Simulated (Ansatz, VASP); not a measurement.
# Two plane-wave programs on PbSe

Contents of INCAR:

```
PREC = Accurate
ENCUT = 520
EDIFF = 1E-8
ISMEAR = -1
SIGMA = 0.01
LREAL = F
LASPH = T
NELM = 80
ALGO = Normal
ISIF = 2
LWAVE = F
LCHARG = F
GGA = PE
LEFG = T
NBANDS = 17
```

The input KPOINTS:

```
Automatic mesh
0
Gamma
  9 9 9
```

The input POSCAR:

```
PbSe
1.0
    0.0000000000      3.0621500000      3.0621500000
    3.0621500000      0.0000000000      3.0621500000
    3.0621500000      3.0621500000      0.0000000000
Pb Se
1 1
Direct
    0.0000000000      0.0000000000      0.0000000000
    0.5000000000      0.5000000000      0.5000000000
```

Input for Ansatz:

```yaml
crystal:
  lattice:
    - [0.0, 3.06215, 3.06215]
    - [3.06215, 0.0, 3.06215]
    - [3.06215, 3.06215, 0.0]
  atoms:
    - { symbol: Pb, position: [0.0, 0.0, 0.0] }
    - { symbol: Se, position: [0.5, 0.5, 0.5] }
kpoints:
  mp_grid: { grid: [9, 9, 9] }
  band_path:
    path:
      - [0.0, 0.0, 0.0]
      - [0.5, 0.0, 0.5]
      - [0.625, 0.25, 0.625]
      - [0.375, 0.375, 0.75]
      - [0.0, 0.0, 0.0]
      - [0.5, 0.5, 0.5]
      - [0.5, 0.25, 0.75]
      - [0.5, 0.0, 0.5]
    npoints: 8
scf:
  occupations: { method: fermi_dirac, width: 0.01 }
hamiltonian:
  xc: pbe
  pseudopotentials: { kind: paw }
output:
  forces: true
  stress: true
  eigenvalues: true
  efg: { contact_densities: true }
  populations: true
  bader: true
  dos: { projected: true, de: 0.2, e_range: [-14, 8] }
```

Alike in both runs: task electric field gradients; functional PBE; k mesh 9 × 9 × 9; occupations fermi-dirac, width 0.01 eV; no spin polarisation.

|  | VASP | Ansatz |
| --- | --- | --- |
| version | VASP 6.6.1 | Ansatz 0.2.0 |
| potentials or method | VASP PAW PBE potentials, release 64 (Pb_d, Se) | PAW with Ansatz's default frozen-core files, scalar-relativistic |
| plane-wave cutoff (eV) | 520 | 420 |
| valence electrons in the cell | 20 | 30 |

|  | VASP | Ansatz | Ansatz less VASP |
| --- | --- | --- | --- |
| pressure (GPa) | 2.3 | 2.3 | +0.01 |

With one functional, cell and mesh, what is left measures potentials, basis and numerics. VASP's potentials hold 20 valence electrons a cell and Ansatz's 30, so a difference there can come from the potentials and not from the codes.

Neither program's run includes spin-orbit coupling.
